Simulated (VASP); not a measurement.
Wanted: the native input for a VASP 6.6.1 run.

- Task: single point
- Functional: PBEsol
- Potentials or basis: VASP PAW PBE potentials, release 64 (Co)
- Cutoff: 520 eV
- k mesh: 21 × 21 × 12
- Occupations: gaussian, width 0.15 eV
- Spin: collinear spin, ferromagnetic start
- Starting moments: [1.79, 1.79] μB
- Dipole correction: no
- Further INCAR settings: ALGO = Fast; EDIFF = 1e-07; NBANDS = 20

The structure of Co lies in POSCAR:

```
Co
1.0
    2.4064000000      0.0000000000      0.0000000000
   -1.2032000000      2.0840035317      0.0000000000
    0.0000000000      0.0000000000      3.8087000000
Co
2
Direct
    0.3333333333      0.6666666667      0.2500000000
    0.6666666667      0.3333333333      0.7500000000
```

One way to write it, as run:

INCAR

```
SYSTEM = Co
PREC = Accurate
ENCUT = 520
EDIFF = 1E-7
ISMEAR = 0
SIGMA = 0.15
LREAL = .FALSE.
LASPH = .TRUE.
NELM = 150
ALGO = Fast
ISIF = 2
LWAVE = .FALSE.
LCHARG = .FALSE.
ISPIN = 2
MAGMOM = 1.79 1.79
LORBIT = 11
LMAXMIX = 4
GGA = PS
NBANDS = 20
```

KPOINTS

```
regular mesh
0
G
  21 21 12
  0 0 0
```

Potentials or basis: VASP PAW PBE potentials, release 64 (Co).

Launch:

```sh
$ cat potpaw_PBE.64/Co/POTCAR > POTCAR
$ mpirun -np 1 vasp_std > vasp.out
```

Results of the run:

| Item | Value |
| --- | --- |
| Pressure | 23.3 GPa |
| Net moment | 2.99 μB per cell |
| Site moments | Co +1.49 μB |
| Valence electrons inside the program's atomic spheres | Co 8.55 |

Caveat: the cell stands under pressure; the PAW data sets were made with another functional, which shifts forces and pressure a little.

It took 4.1 min on 1 thread of Intel Xeon 8259CL, with other jobs on the host, peak memory 0.28 GiB.
